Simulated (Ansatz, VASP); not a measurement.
## Al3Ru2: VASP beside Ansatz

```xyz
10
Lattice="2.9351 0.0000 0.0000 0.0000 2.9351 0.0000 0.0000 0.0000 13.6103" Properties=species:S:1:pos:R:3 pbc="T T T"
Al    0.0000    0.0000    0.0000
Al    1.4675    1.4675    4.1342
Al    0.0000    0.0000    2.6710
Al    1.4675    1.4675    6.8052
Al    0.0000    0.0000   10.9393
Al    1.4675    1.4675    9.4762
Ru    1.4675    1.4675    1.4335
Ru    0.0000    0.0000    5.3717
Ru    0.0000    0.0000    8.2386
Ru    1.4675    1.4675   12.1769
```

Change from the starting cell: equal strain along all axes, cell held, atoms relaxed: -4.5 %.

Alike in both runs: functional PBEsol; k mesh 12 × 12 × 4; occupations gaussian, width 0.1 eV; no spin polarisation.

Ansatz relaxed the structure, and its values are those at the end. VASP's run is a single point on that final structure, the one shown.

```csv
,VASP,Ansatz
version,VASP 6.6.1,Ansatz 0.2.0
potentials or method,"VASP PAW PBE potentials, release 64 (Al, Ru_pv), cutoff 520 eV","scalar-relativistic, plane waves, PAW"
valence electrons in the cell,74,82
```

|  | VASP | Ansatz | Ansatz less VASP |
| --- | --- | --- | --- |
| gap on the k mesh at the Fermi level (eV) | none | none | - |
| pressure (GPa) | 35.9 | 35.6 | -0.29 |
| rms of the force components (eV/Å) | 0.006 | 0.002 | -0.0039 |

VASP's potentials were made for PBE, not for PBEsol. A gap of «none» marks a metal or a gap that the smearing closes. Both programs put the cell under a high pressure, so it lies far from rest at this level. VASP's potentials hold 74 valence electrons a cell and Ansatz's 82, so a difference there can come from the potentials and not from the codes. Ansatz's warnings: stress scf threshold loose.
